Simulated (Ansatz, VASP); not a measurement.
**Zr3O in VASP and in Ansatz**

```
Zr O
1.0
     5.65187    0.00000    0.00000
    -2.82594    4.89466    0.00000
     0.00000    0.00000    5.19368
Zr O
6 2
Direct
  0.33988 0.00000 0.00000
  0.33988 0.33988 0.50000
  0.00000 0.33988 0.00000
  0.66012 0.00000 0.50000
  0.66012 0.66012 0.00000
  0.00000 0.66012 0.50000
  0.33333 0.66667 0.25000
  0.66667 0.33333 0.75000
```

Alike in both runs: task single point; functional r2SCAN; k mesh 12 × 12 × 8; occupations gaussian, width 0.15 eV; no spin polarisation.

|  | VASP | Ansatz |
| --- | --- | --- |
| version | VASP 6.6.1 | Ansatz 0.2.0 |
| potentials or method | VASP PAW PBE potentials, release 64 (Zr_sv, O), cutoff 520 eV | scalar-relativistic, plane waves, PAW |
| valence electrons in the cell | 84 | 84 |

```tsv
	VASP	Ansatz	Ansatz less VASP
gap on the k mesh at the Fermi level (eV)	none	none	-
pressure (GPa)	0.1	0.0	-0.09
traceless stress, the component that is largest in VASP (GPa)	0.10	0.10	-0.006
rms of the force components (eV/Å)	0.003	0.009	+0.0059
```

VASP's potentials were made for PBE, not for r2SCAN. Atom by atom the forces differ by 0.006 eV/Å (rms over components). A gap of «none» marks a metal or a gap that the smearing closes. With one functional, cell and mesh, what is left measures potentials, basis and numerics.
